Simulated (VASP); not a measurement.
# AgO2 (fluorite type) (Fm-3m) in VASP: further runs

AgO2 (fluorite type) is run at these levels: PBE; tasks: single point.

Everything below comes from runs of VASP 6.6.1. Logs are shortened: lines on timing, memory, paths and dates and some standing lists are left out, and cuts for length are marked.

### Step 1. The cell of the first run

It takes space group Fm-3m (No. 225, cubic). The conventional cell has a = 5.057 Å, b = 5.057 Å, c = 5.057 Å, α = 90.00°, β = 90.00°, γ = 90.00°. Ag (site symmetry m-3m) has 8 O at 2.19 Å within 2.9 Å. O (site symmetry -43m) has 4 Ag at 2.19 Å and 6 O at 2.53 Å within 2.9 Å.

### Step 2. Single point, PBE

INCAR reads:

```
  ALGO = Normal
  EDIFF = 1E-6
  ENCUT = 520
  GGA = PE
  ISIF = 2
  ISMEAR = -1
  LASPH = T
  LCHARG = F
  LREAL = F
  LWAVE = F
  NBANDS = 18
  NELM = 100
  PREC = Accurate
  SIGMA = 0.06122561905347299
```

KPOINTS reads:

```
k-points
0
Gamma
  12 12 12
```

POSCAR reads:

```
AgO2
1.0
    0.0000000000      2.5282597599      2.5282597599
    2.5282597599      0.0000000000      2.5282597599
    2.5282597599      2.5282597599      0.0000000000
Ag O
1 2
Direct
    0.0000000000      0.0000000000      0.0000000000
    0.2500000000      0.2500000000      0.2500000000
    0.7500000000      0.7500000000      0.7500000000
```

Potentials or basis: VASP PAW PBE potentials, release 64 (Ag, O).

Command:

```bash
> cat potpaw_PBE.64/Ag/POTCAR potpaw_PBE.64/O/POTCAR > POTCAR
> mpirun -np 1 vasp_std > vasp.out
```

OUTCAR:

```text
EDIFF = 1E-6
   ENCUT = 520
   GGA = PE
   ISIF = 2
   ISMEAR = -1
   LASPH = T
   LREAL = F
   NELM = 100
   PREC = Accurate

 ion  position               nearest neighbor table
   1  0.000  0.000  0.000-   3 2.19   3 2.19   3 2.19   2 2.19   3 2.19   2 2.19   2 2.19   2 2.19

   2  0.250  0.250  0.250-   1 2.19   1 2.19   1 2.19   1 2.19
   3  0.750  0.750  0.750-   1 2.19   1 2.19   1 2.19   1 2.19

  LATTYP: Found a face centered cubic cell.
 ALAT       =     5.0565195198

  Lattice vectors:

 A1 = (   0.0000000000,   2.5282597599,   2.5282597599)
 A2 = (   2.5282597599,   0.0000000000,   2.5282597599)
 A3 = (   2.5282597599,   2.5282597599,   0.0000000000)

Analysis of symmetry for initial positions (statically):
=====================================================================
 Subroutine PRICEL returns:
 Original cell was already a primitive cell.

 Routine SETGRP: Setting up the symmetry group for a
 face centered cubic supercell.

 Subroutine GETGRP returns: Found 48 space group operations
 (whereof 48 operations were pure point group operations)
 out of a pool of 48 trial point group operations.

The static configuration has the point symmetry O_h .

Analysis of symmetry for dynamics (positions and initial velocities):
=====================================================================
 Subroutine PRICEL returns:
 Original cell was already a primitive cell.

 Routine SETGRP: Setting up the symmetry group for a
 face centered cubic supercell.

 Subroutine GETGRP returns: Found 48 space group operations
 (whereof 48 operations were pure point group operations)
 out of a pool of 48 trial point group operations.

The dynamic configuration has the point symmetry O_h .

 Subroutine INISYM returns: Found 48 space group operations
 (whereof 48 operations are pure point group operations),
 and found     1 'primitive' translations

----------------------------------------------------------------------------------------

                                     Primitive cell

  volume of cell :      32.3218

  direct lattice vectors                    reciprocal lattice vectors
     0.000000000  2.528259760  2.528259760    -0.197764489  0.197764489  0.197764489
     2.528259760  0.000000000  2.528259760     0.197764489 -0.197764489  0.197764489
     2.528259760  2.528259760  0.000000000     0.197764489  0.197764489 -0.197764489

  length of vectors
     3.575499242  3.575499242  3.575499242     0.342538143  0.342538143  0.342538143

  position of ions in fractional coordinates (direct lattice)
     0.000000000  0.000000000  0.000000000
     0.250000000  0.250000000  0.250000000
     0.750000000  0.750000000  0.750000000

  ion indices of the primitive-cell ions
   primitive index   ion index
                 1           1
                 2           2
                 3           3

----------------------------------------------------------------------------------------

 KPOINTS: k-points

Automatic generation of k-mesh.
 Grid dimensions read from file:
 generate k-points for:   12   12   12

 Generating k-lattice:

  Cartesian coordinates                     Fractional coordinates (reciprocal lattice)
    -0.016480374  0.016480374  0.016480374     0.083333333  0.000000000  0.000000000
     0.016480374 -0.016480374  0.016480374     0.000000000  0.083333333  0.000000000
     0.016480374  0.016480374 -0.016480374     0.000000000  0.000000000  0.083333333

  Length of vectors
     0.028544845  0.028544845  0.028544845

  Shift w.r.t. Gamma in fractional coordinates (k-lattice)
     0.000000000  0.000000000  0.000000000

 Subroutine IBZKPT returns following result:
 ===========================================

 Found     72 irreducible k-points:

 Following reciprocal coordinates:
            Coordinates               Weight
  0.000000  0.000000  0.000000      1.000000
  0.083333  0.000000  0.000000      8.000000
  0.166667  0.000000  0.000000      8.000000
  0.250000  0.000000  0.000000      8.000000
  0.333333  0.000000  0.000000      8.000000
  0.416667  0.000000  0.000000      8.000000
[... 16 lines left out ...]
  0.500000  0.166667  0.000000     24.000000
 -0.416667  0.166667  0.000000     24.000000
 [... further k-points ...]
   k-points           NKPTS =     72   k-points in BZ     NKDIM =     72   number of bands    NBANDS=     18
   number of dos      NEDOS =    301   number of ions     NIONS =      3
   total plane-waves  NPLWV =  21952
   dimension x,y,z NGX =    28 NGY =   28 NGZ =   28
   dimension x,y,z NGXF=    56 NGYF=   56 NGZF=   56
   ions per type =               1   2
   NGX,Y,Z   is equivalent  to a cutoff of  13.02, 13.02, 13.02 a.u.
   NGXF,Y,Z  is equivalent  to a cutoff of  26.04, 26.04, 26.04 a.u.
 SYSTEM =  unknown system
   PREC   = accura    normal or accurate (medium, high low for compatibility)
   ISTART =      0    job   : 0-new  1-cont  2-samecut
   ICHARG =      2    charge: 1-file 2-atom 10-const
   ISPIN  =      1    spin polarized calculation?
   LNONCOLLINEAR =      F non collinear calculations
   LSORBIT =      F    spin-orbit coupling
   LASPH  =      T    aspherical Exc in radial PAW
   ENCUT  =  520.0 eV  38.22 Ry    6.18 a.u.   6.65  6.65  6.65*2*pi/ulx,y,z
   NELM   =    100;   NELMIN=  2; NELMDL= -5     # of ELM steps
   EDIFF  = 0.1E-05   stopping-criterion for ELM
   LREAL  =      F    real-space projection
   EDIFFG = 0.1E-04   stopping-criterion for IOM
   NSW    =      0    number of steps for IOM
   IBRION =     -1    ionic relax: 0-MD 1-quasi-New 2-CG
   NFREE  =      0    steps in history (QN), initial steepest desc. (CG)
   ISIF   =      2    stress and relaxation
   ISYM   =      2    0-nonsym 1-usesym 2-fastsym
   POTIM  = 0.5000    time-step for ionic-motion
   TEBEG  =    0.0;   TEEND  =   0.0 temperature during run
   PSTRESS=    0.0 pullay stress
   NELECT =      23.0000    total number of electrons
   NUPDOWN=      -1.0000    fix difference up-down
   EMIN   =  10.00;   EMAX   =-10.00  energy-range for DOS
   EFERMI =   0.00;   METHOD = LEGACY
   ISMEAR =    -1;   SIGMA  =   0.06  broadening in eV -4-tet -1-fermi 0-gaus
   EFERMI_NEDOS =   21; number of points for ismear=-14 and -15
   IALGO  =     38    algorithm
   IMIX   =      4    mixing-type and parameters
     AMIX     =   0.40;   BMIX     =  1.00
     AMIX_MAG =   1.60;   BMIX_MAG =  1.00
  volume/ion in A,a.u.               =      10.77        72.71
  Fermi-wavevector in a.u.,A,eV,Ry     =   1.461568  2.761963 29.064515  2.136182
  Thomas-Fermi vector in A             =   2.577884
   LORBIT       =      0    0 simple, 1 ext, 2 COOP (PROOUT), +10 PAW based schemes
   GGA     = PE    functional components
   LHFCALC =     F    Hartree Fock is set to
   AEXX    =    0.0000 exact exchange contribution
   IVDW    =     0    specifies the selected vdW correction
   LEPSILON=     F    determine dielectric tensor
   LRPA    =     F    only Hartree local field effects (RPA)
 non-spin polarized calculation
  energy-cutoff  :      520.00
  volume of cell :       32.32
 maximum number of plane-waves:       895
   NGX = 13   NGY = 13   NGZ = 13

 number of electron      22.9999991 magnetization

 Free energy of the ion-electron system (eV)
  ---------------------------------------------------
  ext. energy  EPLUGINS =         0.00000000
  ---------------------------------------------------
  free energy    TOTEN  =       -11.02035881 eV

  energy without entropy =      -10.96841157  energy(sigma->0) =      -10.99438519

 E-fermi :   5.4437     XC(G=0): -11.8256

 val. band max:        5.4266555991   @ k =   0.4167   0.3333   0.0833
 cond. band min:       5.4527476004   @ k =   0.1667   0.0833   0.0000
 fundamental gap:      0.0260920013
 Fermi energy:         5.4436955176

 k-point     1 :       0.0000    0.0000    0.0000
  band No.  band energies     occupation
      1     -13.9123      2.00000
      2     -10.8864      2.00000
      3      -1.7369      2.00000
      4      -1.7369      2.00000
      5      -1.7369      2.00000
      6       1.0602      2.00000
[... 10 lines left out ...]
     17      17.4167      0.00000
     18      23.7358      0.00000

 k-point     2 :       0.0833    0.0000    0.0000
  band No.  band energies     occupation
      1     -13.8551      2.00000
      2     -10.9584      2.00000
      3      -1.6894      2.00000
      4      -1.6894      2.00000
      5      -1.5763      2.00000
      6       1.0241      2.00000
[... 10 lines left out ...]
     17      17.5959      0.00000
     18      24.3302      0.00000

 k-point     3 :       0.1667    0.0000    0.0000
  band No.  band energies     occupation
      1     -13.6910      2.00000
      2     -11.1545      2.00000
      3      -1.5583      2.00000
      4      -1.5583      2.00000
      5      -1.1258      2.00000
      6       0.9444      2.00000
[... 10 lines left out ...]
     17      18.1104      0.00000
     18      24.7442      0.00000

 k-point     4 :       0.2500    0.0000    0.0000
  band No.  band energies     occupation
      1     -13.4401      2.00000
      2     -11.4287      2.00000
      3      -1.3794      2.00000
      4      -1.3794      2.00000
      5      -0.4642      2.00000
      6       0.8904      2.00000
[... 375 lines left out ...]
      4      -0.9888      2.00000
      5       0.0413      2.00000
      6       0.8969      2.00000
[... 10 lines left out ...]
     17      20.5930      0.00000
     18      22.1142      0.00000

 k-point    23 :       0.5000    0.1667    0.0000
  band No.  band energies     occupation
      1     -12.6256      2.00000
      2     -12.1657      2.00000
      3      -1.0980      2.00000
      4      -0.8616      2.00000
      5       0.2411      2.00000
      6       1.0695      2.00000
[... 10 lines left out ...]
     17      21.2035      0.00000
     18      21.9284      0.00000

 k-point    24 :      -0.4167    0.1667    0.0000
  band No.  band energies     occupation
      1     -12.5423      2.00000
      2     -12.2483      2.00000
      3      -1.1430      2.00000
      4      -0.7980      2.00000
      5       0.4812      2.00000
      6       0.8095      2.00000
[... 10 lines left out ...]
     17      21.3625      0.00000
     18      22.1805      0.00000

 [... further k-points ...]

------------------------ aborting loop because EDIFF is reached ----------------------------------------

  FORCE on cell =-STRESS in cart. coord.  units (eV):
  Direction    XX          YY          ZZ          XY          YZ          ZX
  --------------------------------------------------------------------------------------
  -------------------------------------------------------------------------------------
  Total        2.0871640      2.0871640      2.0871640     -0.0000000      0.0000000      0.0000000
  in kB      103.4599093    103.4599093    103.4599093     -0.0000000      0.0000000      0.0000000
  external PRESSURE =     103.4599093 kB  Pullay stress =       0.0000000 kB

 VOLUME and BASIS-vectors are now :
 -----------------------------------------------------------------------------
  energy-cutoff  :      520.00
  volume of cell :       32.32
      direct lattice vectors                 reciprocal lattice vectors
     0.000000000  2.528259760  2.528259760    -0.197764489  0.197764489  0.197764489
     2.528259760  0.000000000  2.528259760     0.197764489 -0.197764489  0.197764489
     2.528259760  2.528259760  0.000000000     0.197764489  0.197764489 -0.197764489

 POSITION                                       TOTAL-FORCE (eV/Angst)
 -----------------------------------------------------------------------------------
      0.00000      0.00000      0.00000        -0.000000     -0.000000     -0.000000
      1.26413      1.26413      1.26413         0.000000      0.000000      0.000000
      3.79239      3.79239      3.79239        -0.000000     -0.000000      0.000000
 -----------------------------------------------------------------------------------
    total drift:                                0.000000     -0.000000      0.000000

  FREE ENERGIE OF THE ION-ELECTRON SYSTEM (eV)
  ---------------------------------------------------
  free  energy   TOTEN  =       -11.0203588132 eV

  energy  without entropy=      -10.9684115740  energy(sigma->0) =      -10.99438519
```

Wall time 69 s (1 thread of Intel Xeon 8259CL, shared host); peak memory 0.18 GiB.

What came out:

| Property | Result |
| --- | --- |
| Free energy | -11.0204 eV |
| Pressure | 10.3 GPa |
| Band gap on the k mesh | zero (an odd number of electrons rules out a gap without spin polarisation) |

Caveat: the cell stands under pressure; an odd number of electrons without spin polarisation forces a metal; a magnetic or distorted state may lie lower.

### Step 3. Single point, PBE

INCAR reads:

```
SYSTEM = AgO2
PREC = Accurate
ENCUT = 520
EDIFF = 1E-6
ISMEAR = -1
SIGMA = 0.06122561905347299
LREAL = .False.
LASPH = .True.
NELM = 60
ALGO = Normal
ISIF = 2
LWAVE = .False.
LCHARG = .False.
GGA = PE
NBANDS = 18
```

KPOINTS reads:

```
regular mesh
0
Gamma
  12 12 12
  0 0 0
```

POSCAR is that of step 2.

Potentials or basis: VASP PAW PBE potentials, release 64 (Ag, O).

Command:

```bash
> cat potpaw_PBE.64/Ag/POTCAR potpaw_PBE.64/O/POTCAR > POTCAR
> mpirun -np 1 vasp_std > vasp.out
```

Wall time 79 s (1 thread of Intel Xeon 8259CL, shared host); peak memory 0.18 GiB.

The run converged. Its results:

```yaml
Free_energy: -11.0204 eV
Pressure: 10.3 GPa
Band_gap_on_the_k_mesh: zero (an odd number of electrons rules out a gap without spin polarisation)
```

Levels at points of the mesh, in eV from the Fermi level:
```csv
k point,band 9,band 10,band 11,band 12,band 13,band 14
"(0.00, 0.00, 0.00)",-1.42,-1.42,0.34,0.34,0.34,4.87
"(0.50, 0.00, 0.00)",-3.02,-2.90,-2.90,0.32,0.32,9.42
"(0.50, 0.50, 0.00)",-3.37,-3.27,-0.63,0.47,0.47,9.30
```

Caveat: the cell stands under pressure; an odd number of electrons without spin polarisation forces a metal; a magnetic or distorted state may lie lower.

### Step 4. Single point, PBE

This run uses another cell than the first one, of 11.00 Å³/atom.

INCAR reads:

```
SYSTEM = AgO2
PREC = Accurate
ENCUT = 520
EDIFF = 1E-6
ISMEAR = -1
SIGMA = 0.06122561905347299
LREAL = .FALSE.
LASPH = .TRUE.
NELM = 100
ALGO = Normal
ISIF = 2
LWAVE = .FALSE.
LCHARG = .TRUE.
GGA = PE
LELF = .TRUE.
LVHAR = .TRUE.
NBANDS = 18
```

KPOINTS reads:

```
regular mesh
0
G
  12 12 12
  0 0 0
```

POSCAR reads:

```
AgO2
1.0
    0.0000000000      2.5460649928      2.5460649928
    2.5460649928      0.0000000000      2.5460649928
    2.5460649928      2.5460649928      0.0000000000
Ag O
1 2
Direct
    0.0000000000      0.0000000000      0.0000000000
    0.2500000000      0.2500000000      0.2500000000
    0.7500000000      0.7500000000      0.7500000000
```

Command:

```bash
> cat potpaw_PBE.64/Ag/POTCAR potpaw_PBE.64/O/POTCAR > POTCAR
> mpirun -np 1 vasp_std > vasp.out
```

Run time: 64 s. Hardware: 1 thread of Intel Xeon 8259CL, shared host; peak memory 0.18 GiB.

It converged, with:

```yaml
Free_energy: -11.0571 eV
Pressure: 6.5 GPa
Band_gap_on_the_k_mesh: zero (an odd number of electrons rules out a gap without spin polarisation)
```

Levels at points of the mesh, in eV from the Fermi level:
```tsv
k point	band 8	band 9	band 10	band 11	band 12	band 13	band 14	band 15
(0.00, 0.00, 0.00)	-1.36	-1.36	-1.36	0.32	0.32	0.32	4.76	11.94
(0.50, 0.00, 0.00)	-3.36	-2.98	-2.80	-2.80	0.30	0.30	9.23	9.47
(0.50, 0.50, 0.00)	-4.02	-3.34	-3.19	-0.59	0.46	0.46	9.19	11.03
```

Caveat: the cell stands under pressure; an odd number of electrons without spin polarisation forces a metal; a magnetic or distorted state may lie lower.
